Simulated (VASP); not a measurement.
# Ni (Fm-3m) in VASP: a series of runs

Runs on Ni. Level: PBE. Tasks: single point.

All numbers are computed with VASP 6.6.1; they aren't measurements. Logs are shortened: lines on timing, memory, paths and dates and some standing lists are left out, and cuts for length are marked.

### 1 The cell of the first run

The structure is cubic, space group Fm-3m (No. 225). Conventional cell: a = 3.530 Å, b = 3.530 Å, c = 3.530 Å, α = 90.00°, β = 90.00°, γ = 90.00°. Ni (site symmetry m-3m) has 12 Ni at 2.50 Å within 3.3 Å.

### 2 Single point, PBE, collinear spin, ferromagnetic start

File INCAR:

```
SYSTEM = Ni
PREC = Accurate
ENCUT = 520
EDIFF = 1E-6
ISMEAR = -1
SIGMA = 0.1
LREAL = .FALSE.
LASPH = .TRUE.
NELM = 150
ALGO = Normal
ISIF = 2
LWAVE = .FALSE.
LCHARG = .FALSE.
ISPIN = 2
MAGMOM = 0.24
LORBIT = 11
NUPDOWN = 0.24
LMAXMIX = 4
GGA = PE
NBANDS = 15
```

File KPOINTS:

```
regular mesh
0
G
  15 15 15
  0 0 0
```

File POSCAR:

```
Ni
1.0
    0.0000000000      1.7651000000      1.7651000000
    1.7651000000      0.0000000000      1.7651000000
    1.7651000000      1.7651000000      0.0000000000
Ni
1
Direct
    0.0000000000      0.0000000000      0.0000000000
```

Potentials or basis: VASP PAW PBE potentials, release 64 (Ni).

Run with:

```console
> cat potpaw_PBE.64/Ni/POTCAR > POTCAR
> mpirun -np 1 vasp_std > vasp.out
```

OUTCAR:

```text
SYSTEM = Ni
   PREC = Accurate
   ENCUT = 520
   EDIFF = 1E-6
   ISMEAR = -1
   LREAL = .FALSE.
   LASPH = .TRUE.
   NELM = 150
   ISIF = 2
   ISPIN = 2
   LORBIT = 11
   NUPDOWN = 0.24
   GGA = PE

 ion  position               nearest neighbor table
   1  0.000  0.000  0.000-

  LATTYP: Found a face centered cubic cell.
 ALAT       =     3.5302000000

  Lattice vectors:

 A1 = (   0.0000000000,   1.7651000000,   1.7651000000)
 A2 = (   1.7651000000,   0.0000000000,   1.7651000000)
 A3 = (   1.7651000000,   1.7651000000,   0.0000000000)

Analysis of symmetry for initial positions (statically):
=====================================================================
 Subroutine PRICEL returns:
 Original cell was already a primitive cell.

 Routine SETGRP: Setting up the symmetry group for a
 face centered cubic supercell.

 Subroutine GETGRP returns: Found 48 space group operations
 (whereof 48 operations were pure point group operations)
 out of a pool of 48 trial point group operations.

The static configuration has the point symmetry O_h .

Analysis of symmetry for dynamics (positions and initial velocities):
=====================================================================
 Subroutine PRICEL returns:
 Original cell was already a primitive cell.

 Routine SETGRP: Setting up the symmetry group for a
 face centered cubic supercell.

 Subroutine GETGRP returns: Found 48 space group operations
 (whereof 48 operations were pure point group operations)
 out of a pool of 48 trial point group operations.

The dynamic configuration has the point symmetry O_h .

Analysis of structural, dynamic, and magnetic symmetry:
=====================================================================
 Subroutine PRICEL returns:
 Original cell was already a primitive cell.

 Routine SETGRP: Setting up the symmetry group for a
 face centered cubic supercell.

 Subroutine GETGRP returns: Found 48 space group operations
 (whereof 48 operations were pure point group operations)
 out of a pool of 48 trial point group operations.

The overall configuration has the point symmetry O_h .

 Subroutine INISYM returns: Found 48 space group operations
 (whereof 48 operations are pure point group operations),
 and found     1 'primitive' translations

----------------------------------------------------------------------------------------

                                     Primitive cell

  volume of cell :      10.9986

  direct lattice vectors                    reciprocal lattice vectors
     0.000000000  1.765100000  1.765100000    -0.283270070  0.283270070  0.283270070
     1.765100000  0.000000000  1.765100000     0.283270070 -0.283270070  0.283270070
     1.765100000  1.765100000  0.000000000     0.283270070  0.283270070 -0.283270070

  length of vectors
     2.496228359  2.496228359  2.496228359     0.490638153  0.490638153  0.490638153

  position of ions in fractional coordinates (direct lattice)
     0.000000000  0.000000000  0.000000000

  ion indices of the primitive-cell ions
   primitive index   ion index
                 1           1

----------------------------------------------------------------------------------------

 KPOINTS: regular mesh

Automatic generation of k-mesh.
 Grid dimensions read from file:
 generate k-points for:   15   15   15

 Generating k-lattice:

  Cartesian coordinates                     Fractional coordinates (reciprocal lattice)
    -0.018884671  0.018884671  0.018884671     0.066666667  0.000000000  0.000000000
     0.018884671 -0.018884671  0.018884671     0.000000000  0.066666667  0.000000000
     0.018884671  0.018884671 -0.018884671     0.000000000  0.000000000  0.066666667

  Length of vectors
     0.032709210  0.032709210  0.032709210

  Shift w.r.t. Gamma in fractional coordinates (k-lattice)
     0.000000000  0.000000000  0.000000000

 Subroutine IBZKPT returns following result:
 ===========================================

 Found    120 irreducible k-points:

 Following reciprocal coordinates:
            Coordinates               Weight
  0.000000  0.000000  0.000000      1.000000
  0.066667  0.000000  0.000000      8.000000
  0.133333  0.000000  0.000000      8.000000
  0.200000  0.000000  0.000000      8.000000
  0.266667  0.000000  0.000000      8.000000
  0.333333  0.000000  0.000000      8.000000
[... 16 lines left out ...]
  0.133333  0.133333  0.000000      6.000000
  0.200000  0.133333  0.000000     24.000000
 [... further k-points ...]
   k-points           NKPTS =    120   k-points in BZ     NKDIM =    120   number of bands    NBANDS=     15
   number of dos      NEDOS =    301   number of ions     NIONS =      1
   total plane-waves  NPLWV =   8000
   dimension x,y,z NGX =    20 NGY =   20 NGZ =   20
   dimension x,y,z NGXF=    40 NGYF=   40 NGZF=   40
   ions per type =               1
   NGX,Y,Z   is equivalent  to a cutoff of  13.32, 13.32, 13.32 a.u.
   NGXF,Y,Z  is equivalent  to a cutoff of  26.64, 26.64, 26.64 a.u.
 SYSTEM =  Ni
   PREC   = accura    normal or accurate (medium, high low for compatibility)
   ISTART =      0    job   : 0-new  1-cont  2-samecut
   ICHARG =      2    charge: 1-file 2-atom 10-const
   ISPIN  =      2    spin polarized calculation?
   LNONCOLLINEAR =      F non collinear calculations
   LSORBIT =      F    spin-orbit coupling
   LASPH  =      T    aspherical Exc in radial PAW
   ENCUT  =  520.0 eV  38.22 Ry    6.18 a.u.   4.64  4.64  4.64*2*pi/ulx,y,z
   NELM   =    150;   NELMIN=  2; NELMDL= -5     # of ELM steps
   EDIFF  = 0.1E-05   stopping-criterion for ELM
   LREAL  =      F    real-space projection
   EDIFFG = 0.1E-04   stopping-criterion for IOM
   NSW    =      0    number of steps for IOM
   IBRION =     -1    ionic relax: 0-MD 1-quasi-New 2-CG
   NFREE  =      0    steps in history (QN), initial steepest desc. (CG)
   ISIF   =      2    stress and relaxation
   ISYM   =      2    0-nonsym 1-usesym 2-fastsym
   POTIM  = 0.5000    time-step for ionic-motion
   TEBEG  =    0.0;   TEEND  =   0.0 temperature during run
   PSTRESS=    0.0 pullay stress
   NELECT =      10.0000    total number of electrons
   NUPDOWN=       0.2400    fix difference up-down
   EMIN   =  10.00;   EMAX   =-10.00  energy-range for DOS
   EFERMI =   0.00;   METHOD = LEGACY
   ISMEAR =    -1;   SIGMA  =   0.10  broadening in eV -4-tet -1-fermi 0-gaus
   EFERMI_NEDOS =   21; number of points for ismear=-14 and -15
   IALGO  =     38    algorithm
   IMIX   =      4    mixing-type and parameters
     AMIX     =   0.40;   BMIX     =  1.00
     AMIX_MAG =   1.60;   BMIX_MAG =  1.00
  volume/ion in A,a.u.               =      11.00        74.22
  Fermi-wavevector in a.u.,A,eV,Ry     =   1.585972  2.997053 34.222832  2.515307
  Thomas-Fermi vector in A             =   2.685355
   LORBIT       =     11    0 simple, 1 ext, 2 COOP (PROOUT), +10 PAW based schemes
   GGA     = PE    functional components
   LHFCALC =     F    Hartree Fock is set to
   AEXX    =    0.0000 exact exchange contribution
   IVDW    =     0    specifies the selected vdW correction
   LEPSILON=     F    determine dielectric tensor
   LRPA    =     F    only Hartree local field effects (RPA)
 spin polarized calculation
  energy-cutoff  :      520.00
  volume of cell :       11.00
 maximum number of plane-waves:       307
   NGX =  9   NGY =  9   NGZ =  9

 number of electron      10.0000010 magnetization       0.2400000

 Free energy of the ion-electron system (eV)
  ---------------------------------------------------
  ext. energy  EPLUGINS =         0.00000000
  ---------------------------------------------------
  free energy    TOTEN  =        -5.47227924 eV

  energy without entropy =       -5.39122730  energy(sigma->0) =       -5.43175327

 E-fermi :   9.1325     XC(G=0): -13.1897

 val. band max:        9.1246624737   @ k =  -0.4667   0.1333   0.0667
 cond. band min:       9.0135712794   @ k =  -0.4667   0.4667   0.0000
 fundamental gap:     -0.1110911943
 Fermi energy:         9.0126303632

 spin component 1

 k-point     1 :       0.0000    0.0000    0.0000
  band No.  band energies     occupation
      1       0.2832      1.00000
      2       7.0696      1.00000
      3       7.0696      1.00000
      4       7.0696      1.00000
      5       8.1818      0.99975
      6       8.1818      0.99975
      7      32.8115      0.00000
      8      36.6305      0.00000
      9      36.6305      0.00000
     10      36.6305      0.00000
     11      39.5756      0.00000
     12      39.5756      0.00000
     13      39.5756      0.00000
     14      42.4846      0.00000
     15      48.7643      0.00000

 k-point     2 :       0.0667    0.0000    0.0000
  band No.  band energies     occupation
      1       0.4558      1.00000
      2       7.0241      1.00000
      3       7.1080      1.00000
      4       7.1080      1.00000
      5       8.1656      0.99979
      6       8.1656      0.99979
      7      32.2066      0.00000
      8      34.7358      0.00000
      9      36.2327      0.00000
     10      36.2327      0.00000
     11      40.1696      0.00000
     12      40.1696      0.00000
     13      40.6642      0.00000
     14      43.9448      0.00000
     15      47.1953      0.00000
[... 365 lines left out ...]
      3       7.3227      1.00000
      4       7.3227      1.00000
      5       7.9017      0.99999
      6       8.2955      0.99923
      7      31.4166      0.00000
      8      32.4618      0.00000
      9      32.4618      0.00000
     10      33.6799      0.00000
     11      40.1574      0.00000
     12      42.9452      0.00000
     13      43.6694      0.00000
     14      43.6694      0.00000
     15      47.2899      0.00000

 k-point    24 :       0.2000    0.1333    0.0000
  band No.  band energies     occupation
      1       1.7749      1.00000
      2       6.5992      1.00000
      3       7.4162      1.00000
      4       7.4470      1.00000
      5       7.8402      0.99999
      6       8.3566      0.99859
      7      28.8098      0.00000
      8      31.3540      0.00000
      9      31.8083      0.00000
     10      34.0732      0.00000
     11      38.4227      0.00000
     12      42.9265      0.00000
     13      44.6376      0.00000
     14      45.2346      0.00000
     15      50.0062      0.00000

 [... further k-points ...]

 spin component 2

 k-point     1 :       0.0000    0.0000    0.0000
  band No.  band energies     occupation
      1       0.2588      1.00000
      2       7.3661      1.00000
      3       7.3661      1.00000
      4       7.3661      1.00000
      5       8.4062      0.99930
      6       8.4062      0.99930
      7      32.7340      0.00000
      8      36.6131      0.00000
      9      36.6131      0.00000
     10      36.6131      0.00000
     11      39.6059      0.00000
     12      39.6059      0.00000
     13      39.6059      0.00000
     14      42.4232      0.00000
     15      48.8340      0.00000

 k-point     2 :       0.0667    0.0000    0.0000
  band No.  band energies     occupation
      1       0.4314      1.00000
      2       7.3181      1.00000
      3       7.4050      1.00000
      4       7.4050      1.00000
      5       8.3896      0.99941
      6       8.3896      0.99941
      7      32.1569      0.00000
      8      34.7137      0.00000
      9      36.2276      0.00000
     10      36.2276      0.00000
     11      40.1849      0.00000
     12      40.1849      0.00000
     13      40.6510      0.00000
     14      43.9096      0.00000
     15      47.2521      0.00000
[... 365 lines left out ...]
      3       7.6229      1.00000
      4       7.6229      1.00000
      5       8.1183      0.99996
      6       8.5214      0.99779
      7      31.3890      0.00000
      8      32.4820      0.00000
      9      32.4820      0.00000
     10      33.6414      0.00000
     11      40.2291      0.00000
     12      42.9378      0.00000
     13      43.6411      0.00000
     14      43.6411      0.00000
     15      47.2436      0.00000

 k-point    24 :       0.2000    0.1333    0.0000
  band No.  band energies     occupation
      1       1.7528      1.00000
      2       6.8782      1.00000
      3       7.7021      1.00000
      4       7.7458      1.00000
      5       8.0684      0.99998
      6       8.5870      0.99574
      7      28.8269      0.00000
      8      31.3768      0.00000
      9      31.7836      0.00000
     10      34.0506      0.00000
     11      38.4964      0.00000
     12      42.9083      0.00000
     13      44.6017      0.00000
     14      45.2048      0.00000
     15      50.0612      0.00000

 [... further k-points ...]

------------------------ aborting loop because EDIFF is reached ----------------------------------------

  FORCE on cell =-STRESS in cart. coord.  units (eV):
  Direction    XX          YY          ZZ          XY          YZ          ZX
  --------------------------------------------------------------------------------------
  -------------------------------------------------------------------------------------
  Total       -0.1652986     -0.1652986     -0.1652986      0.0000000      0.0000000      0.0000000
  in kB      -24.0791840    -24.0791840    -24.0791840      0.0000000      0.0000000      0.0000000
  external PRESSURE =     -24.0791840 kB  Pullay stress =       0.0000000 kB

 VOLUME and BASIS-vectors are now :
 -----------------------------------------------------------------------------
  energy-cutoff  :      520.00
  volume of cell :       11.00
      direct lattice vectors                 reciprocal lattice vectors
     0.000000000  1.765100000  1.765100000    -0.283270070  0.283270070  0.283270070
     1.765100000  0.000000000  1.765100000     0.283270070 -0.283270070  0.283270070
     1.765100000  1.765100000  0.000000000     0.283270070  0.283270070 -0.283270070

 POSITION                                       TOTAL-FORCE (eV/Angst)
 -----------------------------------------------------------------------------------
      0.00000      0.00000      0.00000         0.000000      0.000000      0.000000
 -----------------------------------------------------------------------------------
    total drift:                                0.000000      0.000000      0.000000

  FREE ENERGIE OF THE ION-ELECTRON SYSTEM (eV)
  ---------------------------------------------------
  free  energy   TOTEN  =        -5.4722792370 eV

  energy  without entropy=       -5.3912272953  energy(sigma->0) =       -5.43175327

 total charge

# of ion       s       p       d       tot
------------------------------------------
    1        0.490   0.484   8.320   9.293

 magnetization (x)

# of ion       s       p       d       tot
------------------------------------------
    1       -0.004  -0.012   0.263   0.247
```

It took 39 s on 1 thread of Intel Xeon Platinum 8259CL at 2.50GHz (Skylake/Cascade Lake), shared host; peak memory 0.15 GiB.

Results:

```yaml
Free_energy: -5.4723 eV
Pressure: -2.4 GPa
Net_moment: 0.24 μB per cell
Site_moments: Ni +0.25 μB
Valence_electrons_inside_the_program's_atomic_spheres: Ni 9.29
```

Caveat: the total moment is fixed, so each spin has its own Fermi level.

### 3 Single point, PBE, collinear spin, ferromagnetic start

File INCAR:

```
SYSTEM = Ni
PREC = Accurate ; ENCUT = 520
EDIFF = 1E-6 ; ISMEAR = -1
SIGMA = 0.1 ; LREAL = .False.
LASPH = .True. ; NELM = 150
ALGO = Normal ; ISIF = 2
LWAVE = .False. ; LCHARG = .False.
ISPIN = 2 ; MAGMOM = 0.72
LORBIT = 11 ; NUPDOWN = 0.72
LMAXMIX = 4 ; GGA = PE
NBANDS = 15
```

File KPOINTS:

```
regular mesh
0
Gamma
  15 15 15
  0 0 0
```

POSCAR is that of step 2.

Potentials or basis: VASP PAW PBE potentials, release 64 (Ni).

Run with:

```console
> cat potpaw_PBE.64/Ni/POTCAR > POTCAR
> mpirun -np 1 vasp_std > vasp.out
```

Wall time 38 s (1 thread of Intel Xeon Platinum 8259CL at 2.50GHz (Skylake/Cascade Lake), shared host); peak memory 0.15 GiB.

The run converged. Its results:

```
Free energy                                           : -5.4921 eV
Pressure                                              : -1.0 GPa
Net moment                                            : 0.72 μB per cell
Site moments                                          : Ni +0.73 μB
Valence electrons inside the program's atomic spheres : Ni 9.29
```

Caveat: the total moment is fixed, so each spin has its own Fermi level.

(Part 1 of 2 ends here.)
